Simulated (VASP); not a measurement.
## TiN (Osbornite): single point with r2SCAN

TiN (Osbornite):

```
Ti N
1.0
     0.00000    2.11690    2.11690
     2.11690    0.00000    2.11690
     2.11690    2.11690    0.00000
Ti N
1 1
Direct
  0.00000 0.00000 0.00000
  0.50000 0.50000 0.50000
```

- Program: VASP 6.6.1
- Task: single point
- Functional: r2SCAN
- Potentials or basis: VASP PAW PBE potentials, release 64 (Ti_sv, N_h)
- Cutoff: 910 eV
- k mesh: 13 × 13 × 13
- Occupations: fermi-dirac, width 0.1 eV
- Spin: no spin polarisation

```yaml
Pressure: 1.2 GPa
```

Levels at points of the mesh, in eV from the Fermi level:
| k point | band 5 | band 6 | band 7 | band 8 | band 9 | band 10 | band 11 | band 12 | band 13 | band 14 |
| --- | --- | --- | --- | --- | --- | --- | --- | --- | --- | --- |
| (0.00, 0.00, 0.00) | -18.31 | -2.40 | -2.40 | -2.40 | -0.63 | -0.63 | -0.63 | 0.58 | 0.58 | 5.91 |

It took 2.1 min on 1 thread of Intel(R) Xeon(R) 6975P-C (Granite Rapids), on a shared host, peak memory 0.21 GiB.

Caveat: the cutoff is under 1.25 times the usual one of these potentials, so pressure, stress and relaxed cells hold a basis-set (Pulay) error; the PAW data sets were made with another functional, which shifts forces and pressure a little.
